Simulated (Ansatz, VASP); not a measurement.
Two plane-wave programs on InGaSe

```
In Ga Se
1.0
     4.56854    0.00000    0.00000
    -2.28427    3.95647    0.00000
     0.00000    0.00000    9.14983
In Ga Se
2 2 2
Direct
  0.33333 0.66667 0.75000
  0.66667 0.33333 0.25000
  0.00000 0.00000 0.00000
  0.00000 0.00000 0.50000
  0.33333 0.66667 0.25000
  0.66667 0.33333 0.75000
```

Change from the starting cell: species swapped into the EuZnSi type (P6_3/mmc, No. 194).

Alike in both runs: task relaxation of cell and atoms; functional PBE; k mesh 3 × 3 × 2; occupations gaussian, width 0.15 eV; no spin polarisation.

|  | VASP | Ansatz |
| --- | --- | --- |
| version | VASP 6.6.1 | Ansatz 0.2.0 |
| potentials or method | VASP PAW PBE potentials, release 64 (In_d, Ga_d, Se), cutoff 600 eV | scalar-relativistic, plane waves, PAW |
| valence electrons in the cell | 64 | 84 |

```csv
,VASP,Ansatz,Ansatz less VASP
"gap on the k mesh at the Fermi level, each at its own relaxed structure (eV)",0.21,0.23,+0.014
relaxed volume (Å³/atom),29.78,29.63,-0.154
relaxed cell length with the largest relative difference (Å),8.885,8.958,+0.0729
```

VASP's potentials hold 64 valence electrons a cell and Ansatz's 84, so a difference there can come from the potentials and not from the codes.

The k mesh is coarse, so the values compare programs but aren't converged.
